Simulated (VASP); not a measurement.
TaN: single point with PBE

Crystal: TaN.

```
Ta N
1.0
     0.00000    2.11650    2.11650
     2.11650    0.00000    2.11650
     2.11650    2.11650    0.00000
Ta N
1 1
Direct
  0.50000 0.50000 0.50000
  0.00000 0.00000 0.00000
```

This cell differs from its parent crystal: volume scaled by 0.88.

```json
{
 "Program": "VASP 6.6.1",
 "Task": "single point",
 "Functional": "PBE",
 "Potentials or basis": "VASP PAW PBE potentials, release 64 (Ta_pv, N)",
 "Cutoff": "520 eV",
 "k mesh": "16 × 16 × 16",
 "Occupations": "gaussian, width 0.1 eV",
 "Spin": "no spin polarisation"
}
```

| Property | Result |
| --- | --- |
| Pressure | 57.4 GPa |
| Band gap on the k mesh | zero (band 8 reaches 13.18 eV, above the bottom of band 9 at 8.44 eV) |

Levels at points of the mesh, in eV from the Fermi level:
```
           k point  band 6  band 7  band 8  band 9  band 10  band 11
(0.00, 0.00, 0.00)   -4.15   -4.15   -2.44   -2.44    -2.44     0.10
(0.50, 0.00, 0.00)   -8.45   -8.45    2.29    2.29     2.39     4.23
(0.50, 0.50, 0.00)   -6.30   -4.88   -4.88    2.52     4.25     4.25
```

Run time: 14 s on 1 thread of Intel Xeon 6975P-C, on a shared host, peak memory 0.17 GiB.

Caveat: spin-orbit coupling is left out, which moves the levels of the heavy elements.
